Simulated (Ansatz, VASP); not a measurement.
**InSe: VASP beside Ansatz**

```
CELL_PARAMETERS angstrom
5.78860 -2.02723 0.00000
5.78860 2.02723 0.00000
-1.57780 0.00000 4.26522
ATOMIC_POSITIONS crystal
In 0.88400 0.88400 0.00500
In 0.11600 0.11600 0.99500
Se 0.66000 0.66000 0.64200
Se 0.34000 0.34000 0.35800
```

Change from the starting cell: volume scaled by 0.96.

Alike in both runs: task single point; functional PBEsol; k mesh 7 × 7 × 6; occupations fermi-dirac, width 0.02 eV; no spin polarisation.

```csv
,VASP,Ansatz
version,VASP 6.6.1,Ansatz 0.2.0
potentials or method,"VASP PAW PBE potentials, release 64 (In_d, Se), cutoff 520 eV","all-electron LAPW, scalar-relativistic"
```

```csv
,VASP,Ansatz,Ansatz less VASP
gap on the k mesh at the Fermi level (eV),0.98,0.98,+0.005
pressure (GPa),2.6,2.5,-0.07
"traceless stress, the component that is largest in VASP (GPa)",2.81,2.81,-0.003
rms of the force components (eV/Å),0.427,0.424,-0.0031
```

VASP's potentials were made for PBE, not for PBEsol. Atom by atom the forces differ by 0.010 eV/Å (rms over components). Ansatz ran all-electron here, and VASP with PAW potentials.
